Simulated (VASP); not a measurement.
# Al12HO: single point with PBE

The system is Al12HO, a slab with vacuum.

```
Al O H
1.0
     5.71430    0.00000    0.00000
     0.00000    5.71430    0.00000
     0.00000    0.00000   22.17502
Al O H
12 1 1
Direct
  0.25000 0.25000 0.18038
  0.25000 0.75000 0.18038
  0.75000 0.25000 0.18038
  0.75000 0.75000 0.18038
  0.00000 0.00000 0.27441
  0.00000 0.50000 0.27441
  0.50000 0.00000 0.27441
  0.50000 0.50000 0.27441
  0.25000 0.25000 0.36866
  0.25000 0.75000 0.36866
  0.75000 0.25000 0.36866
  0.75000 0.75000 0.36866
  0.50000 0.50000 0.39346
  0.61953 0.61953 0.40513
```

```yaml
Program: VASP 6.6.1
Task: single point
Functional: PBE
Potentials_or_basis: VASP PAW PBE potentials, release 64 (Al, O, H)
Cutoff: 520 eV
k_mesh: 5 × 5 × 1
Occupations: gaussian, width 0.1 eV
Spin: collinear spin, ferromagnetic start
Starting_moments: "[0.0, 0.0, 0.0, 0.0, 0.0, 0.0, 0.0, 0.0, 0.0, 0.0, 0.0, 0.0, 1.0, 0.0] μB"
```

```json
{
  "Largest force": "9.917 eV/Å",
  "Net moment": "0.00 μB per cell",
  "Valence electrons inside the program's atomic spheres": "Al 0.76, 0.77, 0.75, 0.74, 0.87; O 5.13; H 0.83"
}
```

Forces on the atoms (eV/Å):
```
Al  -0.053 -0.053 -0.028
Al  -0.126  0.057 -0.016
Al   0.057 -0.126 -0.016
Al   0.098  0.098 -0.026
Al  -0.027 -0.027 -0.273
Al   0.012  0.035  0.251
Al   0.035  0.012  0.251
Al  -0.007 -0.007 -0.694
Al  -0.951 -0.951 -0.386
Al  -0.794  0.614 -0.460
Al   0.614 -0.794 -0.460
Al   5.741  5.741 -5.695
O   -2.344 -2.344  0.896
H   -2.255 -2.255  6.657
```

Levels at points of the mesh, in eV from the Fermi level:
Spin up:
```
           k point  band 18  band 19  band 20  band 21  band 22  band 23  band 24  band 25  band 26  band 27
(0.00, 0.00, 0.00)    -1.73    -0.97    -0.69    -0.63    -0.33    -0.30     0.38     0.49     0.61     0.88
```
Spin down:
| k point | band 19 | band 20 | band 21 | band 22 | band 23 | band 24 | band 25 | band 26 |
| --- | --- | --- | --- | --- | --- | --- | --- | --- |
| (0.00, 0.00, 0.00) | -0.97 | -0.69 | -0.63 | -0.33 | -0.30 | 0.38 | 0.49 | 0.61 |

Run time: 30 min on 1 thread of Intel(R) Xeon(R) Platinum 8124M CPU @ 3.00GHz (Skylake/Cascade Lake), on a shared host, peak memory 1.1 GiB.
